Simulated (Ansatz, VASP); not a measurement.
# Ti12Si in VASP and in Ansatz

File INCAR:

```
SYSTEM = Ti12Si
PREC = Accurate
ENCUT = 520
EDIFF = 1E-6
ISMEAR = 0
SIGMA = 0.1
LREAL = .False.
LASPH = .True.
NELM = 80
ALGO = Normal
ISIF = 2
LWAVE = .False.
LCHARG = .False.
LDIPOL = .True.
IDIPOL = 3
DIPOL = 0.5 0.5 0.309
GGA = PE
IVDW = 12
NBANDS = 86
```

Contents of KPOINTS:

```
regular mesh
0
Gamma
  6 6 1
  0 0 0
```

The input POSCAR:

```
Ti12Si
1.0
    5.7099611372      0.0000000000      0.0000000000
   -2.8549805686      4.9449713995      0.0000000000
    0.0000000000      0.0000000000     21.4932633465
Ti Si
12 1
Direct
    0.3333333333      0.1666666667      0.1861048244
    0.3333333333      0.6666666667      0.1861048244
    0.8333333333      0.1666666667      0.1861048244
    0.8333333333      0.6666666667      0.1861048244
    0.1666666667      0.3333333333      0.2907832195
    0.1666666667      0.8333333333      0.2907832195
    0.6666666667      0.3333333333      0.2907832195
    0.6666666667      0.8333333333      0.2907832195
    0.0000000000      0.0000000000      0.3951593208
    0.0000000000      0.5000000000      0.3951593208
    0.5000000000      0.0000000000      0.3951593208
    0.5000000000      0.5000000000      0.3951593208
    0.1666666667      0.0833333333      0.5347379391
```

Input for Ansatz:

```yaml
crystal:
  lattice:
    - [5.7099611372, 0.0, 0.0]
    - [-2.8549805686, 4.9449713995, 0.0]
    - [0.0, 0.0, 21.4932633465]
  atoms:
    - { symbol: Ti, position: [0.3333333333, 0.1666666667, 0.1861048244] }
    - { symbol: Ti, position: [0.3333333333, 0.6666666667, 0.1861048244] }
    - { symbol: Ti, position: [0.8333333333, 0.1666666667, 0.1861048244] }
    - { symbol: Ti, position: [0.8333333333, 0.6666666667, 0.1861048244] }
    - { symbol: Ti, position: [0.1666666667, 0.3333333333, 0.2907832195] }
    - { symbol: Ti, position: [0.1666666667, 0.8333333333, 0.2907832195] }
    - { symbol: Ti, position: [0.6666666667, 0.3333333333, 0.2907832195] }
    - { symbol: Ti, position: [0.6666666667, 0.8333333333, 0.2907832195] }
    - { symbol: Ti, position: [0.0, 0.0, 0.3951593208] }
    - { symbol: Ti, position: [0.0, 0.5, 0.3951593208] }
    - { symbol: Ti, position: [0.5, 0.0, 0.3951593208] }
    - { symbol: Ti, position: [0.5, 0.5, 0.3951593208] }
    - { symbol: Si, position: [0.1666666667, 0.0833333333, 0.5347379391] }
basis:
  ecutwfc: 420
kpoints:
  mp_grid: { grid: [6, 6, 1] }
hamiltonian:
  xc: pbe
  pseudopotentials: { kind: paw, azcp: { folder: soft_1 } }
  dispersion: d3bj
scf:
  occupations: { method: gaussian, width: 0.1 }
output:
  forces: true
  eigenvalues: true
efield:
  axis: 3
  dipole_correction: true
  ramp_width: 0.04
```

Alike in both runs: task single point; functional PBE; dispersion D3(BJ); k mesh 6 × 6 × 1; occupations gaussian, width 0.1 eV; no spin polarisation.

|  | VASP | Ansatz |
| --- | --- | --- |
| version | VASP 6.6.1 | Ansatz 0.2.0 |
| potentials or method | VASP PAW PBE potentials, release 64 (Ti_sv, Si), cutoff 520 eV | scalar-relativistic, plane waves, PAW |
| valence electrons in the cell | 148 | 148 |

|  | VASP | Ansatz | Ansatz less VASP |
| --- | --- | --- | --- |
| gap on the k mesh at the Fermi level (eV) | none | none | - |
| rms of the force components (eV/Å) | 0.494 | 0.494 | -0.0002 |

Atom by atom the forces differ by 0.007 eV/Å (rms over components). A gap of «none» marks a metal or a gap that the smearing closes.
